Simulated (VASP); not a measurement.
# RbNi3 (P4/mmm) in VASP: single point with PBE

Aim: the single point of RbNi3 with PBE.

All numbers are computed with VASP 6.6.1; they aren't measurements. Logs are shortened: lines on timing, memory, paths and dates and some standing lists are left out, and cuts for length are marked.

## Step 1: The cell of the first run

Symmetry: P4/mmm, No. 123, tetragonal system. The conventional cell has a = 4.078 Å, b = 4.078 Å, c = 4.036 Å, α = 90.00°, β = 90.00°, γ = 90.00°. Rb (site symmetry 4/mmm) has 12 Ni at 2.87 to 2.88 Å within 3.8 Å. Within 3.8 Å of Ni (site symmetry mmm) lie 4 Rb at 2.87 Å and 8 Ni at 2.87 to 2.88 Å. Within 3.8 Å of Ni (site symmetry 4/mmm) lie 8 Ni at 2.87 Å and 4 Rb at 2.88 Å.

## Step 2: Single point, PBE, collinear spin, ferromagnetic start

Contents of INCAR:

```
PREC     = Accurate       # precision mode
ENCUT    = 520            # plane-wave cutoff, eV
EDIFF    = 1E-6           # SCF threshold, eV
ISMEAR   = 0              # smearing method
SIGMA    = 0.1            # smearing width, eV
LREAL    = False          # projectors in reciprocal space
LASPH    = True           # aspherical terms in the spheres
NELM     = 150            # most SCF steps
ALGO     = Normal         # electronic algorithm
ISIF     = 2              # what is computed and relaxed
LWAVE    = False          # write WAVECAR
LCHARG   = False          # write CHGCAR
ISPIN    = 2              # spin polarisation
MAGMOM   = 0 2 2 2        # initial moments
LORBIT   = 11             # projections on sites
LMAXMIX  = 4              # l up to which the mixer works
GGA      = PE             # functional
NBANDS   = 32             # bands
```

Contents of KPOINTS:

```
Automatic mesh
0
Gamma
  4 4 4
```

Contents of POSCAR:

```
RbNi3
1.0
    4.0782422856      0.0000000000      0.0000000000
    0.0000000000      4.0782422856      0.0000000000
    0.0000000000      0.0000000000      4.0363236470
Rb Ni
1 3
Direct
    0.0000000000      0.0000000000      0.0000000000
    0.0000000000      0.5000000000      0.5000000000
    0.5000000000      0.0000000000      0.5000000000
    0.5000000000      0.5000000000      0.0000000000
```

Potentials or basis: VASP PAW PBE potentials, release 64 (Rb_sv, Ni).

Started as:

```sh
> cat potpaw_PBE.64/Rb_sv/POTCAR potpaw_PBE.64/Ni/POTCAR > POTCAR
> mpirun -np 1 vasp_std > vasp.out
```

OUTCAR:

```text
PREC = Accurate
   ENCUT = 520
   EDIFF = 1E-6
   ISMEAR = 0
   LREAL = False
   LASPH = True
   NELM = 150
   ISIF = 2
   ISPIN = 2
   LORBIT = 11
   GGA = PE

 ion  position               nearest neighbor table
   1  0.000  0.000  0.000-   2 2.87   3 2.87   2 2.87   3 2.87   2 2.87   2 2.87   3 2.87   3 2.87
                             4 2.88   4 2.88   4 2.88   4 2.88
   2  0.000  0.500  0.500-   1 2.87   4 2.87   1 2.87   4 2.87   1 2.87   1 2.87   4 2.87   4 2.87
                             3 2.88   3 2.88   3 2.88   3 2.88
   3  0.500  0.000  0.500-   1 2.87   4 2.87   1 2.87   4 2.87   4 2.87   4 2.87   1 2.87   1 2.87
                             2 2.88   2 2.88   2 2.88   2 2.88
   4  0.500  0.500  0.000-   2 2.87   3 2.87   2 2.87   3 2.87   3 2.87   3 2.87   2 2.87   2 2.87
                             1 2.88   1 2.88   1 2.88   1 2.88

  LATTYP: Found a simple tetragonal cell.
 ALAT       =     4.0782422856
 C/A-ratio  =     0.9897213957

  Lattice vectors:

 A1 = (   4.0782422856,   0.0000000000,   0.0000000000)
 A2 = (   0.0000000000,   4.0782422856,   0.0000000000)
 A3 = (   0.0000000000,   0.0000000000,   4.0363236470)

Analysis of symmetry for initial positions (statically):
=====================================================================
 Subroutine PRICEL returns:
 Original cell was already a primitive cell.

 Routine SETGRP: Setting up the symmetry group for a
 simple tetragonal supercell.

 Subroutine GETGRP returns: Found 16 space group operations
 (whereof 16 operations were pure point group operations)
 out of a pool of 16 trial point group operations.

The static configuration has the point symmetry D_4h.

Analysis of symmetry for dynamics (positions and initial velocities):
=====================================================================
 Subroutine PRICEL returns:
 Original cell was already a primitive cell.

 Routine SETGRP: Setting up the symmetry group for a
 simple tetragonal supercell.

 Subroutine GETGRP returns: Found 16 space group operations
 (whereof 16 operations were pure point group operations)
 out of a pool of 16 trial point group operations.

The dynamic configuration has the point symmetry D_4h.

Analysis of structural, dynamic, and magnetic symmetry:
=====================================================================
 Subroutine PRICEL returns:
 Original cell was already a primitive cell.

 Routine SETGRP: Setting up the symmetry group for a
 simple tetragonal supercell.

 Subroutine GETGRP returns: Found 16 space group operations
 (whereof 16 operations were pure point group operations)
 out of a pool of 16 trial point group operations.

The overall configuration has the point symmetry D_4h.

 Subroutine INISYM returns: Found 16 space group operations
 (whereof 16 operations are pure point group operations),
 and found     1 'primitive' translations

----------------------------------------------------------------------------------------

                                     Primitive cell

  volume of cell :      67.1324

  direct lattice vectors                    reciprocal lattice vectors
     4.078242286  0.000000000  0.000000000     0.245203676  0.000000000  0.000000000
     0.000000000  4.078242286  0.000000000     0.000000000  0.245203676  0.000000000
     0.000000000  0.000000000  4.036323647     0.000000000  0.000000000  0.247750202

  length of vectors
     4.078242286  4.078242286  4.036323647     0.245203676  0.245203676  0.247750202

  position of ions in fractional coordinates (direct lattice)
     0.000000000  0.000000000  0.000000000
     0.000000000  0.500000000  0.500000000
     0.500000000  0.000000000  0.500000000
     0.500000000  0.500000000  0.000000000

  ion indices of the primitive-cell ions
   primitive index   ion index
                 1           1
                 2           2
                 3           3
                 4           4

----------------------------------------------------------------------------------------

 KPOINTS: Automatic mesh

Automatic generation of k-mesh.
 Grid dimensions read from file:
 generate k-points for:    4    4    4

 Generating k-lattice:

  Cartesian coordinates                     Fractional coordinates (reciprocal lattice)
     0.061300919  0.000000000  0.000000000     0.250000000  0.000000000  0.000000000
     0.000000000  0.061300919  0.000000000     0.000000000  0.250000000  0.000000000
     0.000000000  0.000000000  0.061937551     0.000000000  0.000000000  0.250000000

  Length of vectors
     0.061300919  0.061300919  0.061937551

  Shift w.r.t. Gamma in fractional coordinates (k-lattice)
     0.000000000  0.000000000  0.000000000

 Subroutine IBZKPT returns following result:
 ===========================================

 Found     18 irreducible k-points:

 Following reciprocal coordinates:
            Coordinates               Weight
  0.000000  0.000000  0.000000      1.000000
  0.250000  0.000000  0.000000      4.000000
  0.500000  0.000000  0.000000      2.000000
  0.250000  0.250000  0.000000      4.000000
  0.500000  0.250000  0.000000      4.000000
  0.500000  0.500000  0.000000      1.000000
[... 10 lines left out ...]
  0.500000  0.250000  0.500000      4.000000
  0.500000  0.500000  0.500000      1.000000
   k-points           NKPTS =     18   k-points in BZ     NKDIM =     18   number of bands    NBANDS=     32
   number of dos      NEDOS =    301   number of ions     NIONS =      4
   total plane-waves  NPLWV =  27000
   dimension x,y,z NGX =    30 NGY =   30 NGZ =   30
   dimension x,y,z NGXF=    60 NGYF=   60 NGZF=   60
   ions per type =               1   3
   NGX,Y,Z   is equivalent  to a cutoff of  12.23, 12.23, 12.36 a.u.
   NGXF,Y,Z  is equivalent  to a cutoff of  24.46, 24.46, 24.71 a.u.
 SYSTEM =  unknown system
   PREC   = accura    normal or accurate (medium, high low for compatibility)
   ISTART =      0    job   : 0-new  1-cont  2-samecut
   ICHARG =      2    charge: 1-file 2-atom 10-const
   ISPIN  =      2    spin polarized calculation?
   LNONCOLLINEAR =      F non collinear calculations
   LSORBIT =      F    spin-orbit coupling
   LASPH  =      T    aspherical Exc in radial PAW
   ENCUT  =  520.0 eV  38.22 Ry    6.18 a.u.   7.58  7.58  7.50*2*pi/ulx,y,z
   NELM   =    150;   NELMIN=  2; NELMDL= -5     # of ELM steps
   EDIFF  = 0.1E-05   stopping-criterion for ELM
   LREAL  =      F    real-space projection
   EDIFFG = 0.1E-04   stopping-criterion for IOM
   NSW    =      0    number of steps for IOM
   IBRION =     -1    ionic relax: 0-MD 1-quasi-New 2-CG
   NFREE  =      0    steps in history (QN), initial steepest desc. (CG)
   ISIF   =      2    stress and relaxation
   ISYM   =      2    0-nonsym 1-usesym 2-fastsym
   POTIM  = 0.5000    time-step for ionic-motion
   TEBEG  =    0.0;   TEEND  =   0.0 temperature during run
   PSTRESS=    0.0 pullay stress
   NELECT =      39.0000    total number of electrons
   NUPDOWN=      -1.0000    fix difference up-down
   EMIN   =  10.00;   EMAX   =-10.00  energy-range for DOS
   EFERMI =   0.00;   METHOD = LEGACY
   ISMEAR =     0;   SIGMA  =   0.10  broadening in eV -4-tet -1-fermi 0-gaus
   EFERMI_NEDOS =   21; number of points for ismear=-14 and -15
   IALGO  =     38    algorithm
   IMIX   =      4    mixing-type and parameters
     AMIX     =   0.40;   BMIX     =  1.00
     AMIX_MAG =   1.60;   BMIX_MAG =  1.00
  volume/ion in A,a.u.               =      16.78       113.26
  Fermi-wavevector in a.u.,A,eV,Ry     =   1.366005  2.581376 25.388066  1.865970
  Thomas-Fermi vector in A             =   2.492184
   LORBIT       =     11    0 simple, 1 ext, 2 COOP (PROOUT), +10 PAW based schemes
   GGA     = PE    functional components
   LHFCALC =     F    Hartree Fock is set to
   AEXX    =    0.0000 exact exchange contribution
   IVDW    =     0    specifies the selected vdW correction
   LEPSILON=     F    determine dielectric tensor
   LRPA    =     F    only Hartree local field effects (RPA)
 spin polarized calculation
 Gauss-broadening in eV      SIGMA  =   0.10
  energy-cutoff  :      520.00
  volume of cell :       67.13
 maximum number of plane-waves:      1832
   NGX = 15   NGY = 15   NGZ = 15

 number of electron      39.0000035 magnetization       1.4451736

 Free energy of the ion-electron system (eV)
  ---------------------------------------------------
  ext. energy  EPLUGINS =         0.00000000
  ---------------------------------------------------
  free energy    TOTEN  =       -12.39550346 eV

  energy without entropy =      -12.36912547  energy(sigma->0) =      -12.38231447

 E-fermi :   4.9168     XC(G=0): -11.0680

 val. band max:        4.9061540048   @ k =   0.2500   0.0000   0.0000
 cond. band min:       4.9314587181   @ k =   0.2500   0.0000   0.5000
 fundamental gap:      0.0253047133
 Fermi energy:         4.9167522843

 spin component 1

 k-point     1 :       0.0000    0.0000    0.0000
  band No.  band energies     occupation
      1     -21.4270      1.00000
      2      -5.6680      1.00000
      3      -5.6680      1.00000
      4      -5.6513      1.00000
      5      -0.4260      1.00000
      6       2.3409      1.00000
[... 601 lines left out ...]
     30      18.6237      0.00000
     31      18.7108      0.00000
 Fermi energy:         4.9167522843

 spin component 2

 k-point     1 :       0.0000    0.0000    0.0000
  band No.  band energies     occupation
      1     -21.4539      1.00000
      2      -5.7021      1.00000
      3      -5.7021      1.00000
      4      -5.6849      1.00000
      5      -0.4717      1.00000
      6       2.6650      1.00000
[... 601 lines left out ...]
     30      18.6375      0.00000
     31      18.7232      0.00000
 [bands above 31 left out]

------------------------ aborting loop because EDIFF is reached ----------------------------------------

  FORCE on cell =-STRESS in cart. coord.  units (eV):
  Direction    XX          YY          ZZ          XY          YZ          ZX
  --------------------------------------------------------------------------------------
  -------------------------------------------------------------------------------------
  Total       -0.1646865     -0.1646865     -0.0597408      0.0000000     -0.0000000      0.0000000
  in kB       -3.9303992     -3.9303992     -1.4257715      0.0000000     -0.0000000      0.0000000
  external PRESSURE =      -3.0955233 kB  Pullay stress =       0.0000000 kB

 VOLUME and BASIS-vectors are now :
 -----------------------------------------------------------------------------
  energy-cutoff  :      520.00
  volume of cell :       67.13
      direct lattice vectors                 reciprocal lattice vectors
     4.078242286  0.000000000  0.000000000     0.245203676  0.000000000  0.000000000
     0.000000000  4.078242286  0.000000000     0.000000000  0.245203676  0.000000000
     0.000000000  0.000000000  4.036323647     0.000000000  0.000000000  0.247750202

 POSITION                                       TOTAL-FORCE (eV/Angst)
 -----------------------------------------------------------------------------------
      0.00000      0.00000      0.00000         0.000000      0.000000      0.000000
      0.00000      2.03912      2.01816         0.000000      0.000000      0.000000
      2.03912      0.00000      2.01816         0.000000      0.000000      0.000000
      2.03912      2.03912      0.00000         0.000000      0.000000      0.000000
 -----------------------------------------------------------------------------------
    total drift:                                0.000000      0.000000     -0.000000

  FREE ENERGIE OF THE ION-ELECTRON SYSTEM (eV)
  ---------------------------------------------------
  free  energy   TOTEN  =       -12.3955034578 eV

  energy  without entropy=      -12.3691254726  energy(sigma->0) =      -12.38231447

 total charge

# of ion       s       p       d       tot
------------------------------------------
    1        1.996   5.250   0.184   7.430
    2        0.408   0.193   8.399   9.000
    3        0.408   0.193   8.399   9.000
    4        0.409   0.195   8.392   8.996
--------------------------------------------------
tot          3.221   5.832  25.373  34.426

 magnetization (x)

# of ion       s       p       d       tot
------------------------------------------
    1       -0.002  -0.012  -0.016  -0.029
    2       -0.013  -0.011   0.558   0.534
    3       -0.013  -0.011   0.558   0.534
    4       -0.012  -0.011   0.566   0.542
--------------------------------------------------
tot         -0.039  -0.046   1.667   1.582
```

Wall time 2 min (1 thread of Intel Xeon Platinum 8259CL at 2.50GHz (Skylake/Cascade Lake), shared host); peak memory 0.21 GiB.

What came out:

```yaml
Free_energy: -12.3955 eV
Pressure: -0.3 GPa
Net_moment: 1.45 μB per cell
Site_moments: Rb -0.03; Ni +0.53, +0.54 μB
Valence_electrons_inside_the_program's_atomic_spheres: Rb 7.43; Ni 9.00
```

Caveat: the k points lie up to 0.39 Å⁻¹ apart.
